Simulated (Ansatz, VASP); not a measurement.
Two plane-wave programs on SrO

```xyz
2
Lattice="0.0000 2.4413 2.4413 2.4413 0.0000 2.4413 2.4413 2.4413 0.0000" Properties=species:S:1:pos:R:3 pbc="T T T"
Sr    0.0000    0.0000    0.0000
O     2.4413    2.4413    2.4413
```

Change from the starting cell: strain -0.050 along x and y, -0.050 along z, atoms carried along.

Alike in both runs: task single point; functional r2SCAN; k mesh 8 × 8 × 8; occupations gaussian, width 0.05 eV; no spin polarisation.

|  | VASP | Ansatz |
| --- | --- | --- |
| version | VASP 6.6.1 | Ansatz 0.2.0 |
| potentials or method | VASP PAW PBE potentials, release 64 (Sr_sv, O), cutoff 520 eV | scalar-relativistic, plane waves, PAW |
| valence electrons in the cell | 16 | 16 |

|  | VASP | Ansatz | Ansatz less VASP |
| --- | --- | --- | --- |
| gap on the k mesh at the Fermi level (eV) | 3.53 | 3.59 | +0.054 |
| least direct gap on the mesh (eV) | 3.53 | 3.59 | +0.054 |
| pressure (GPa) | 23.6 | 22.5 | -1.15 |

VASP's potentials were made for PBE, not for r2SCAN.
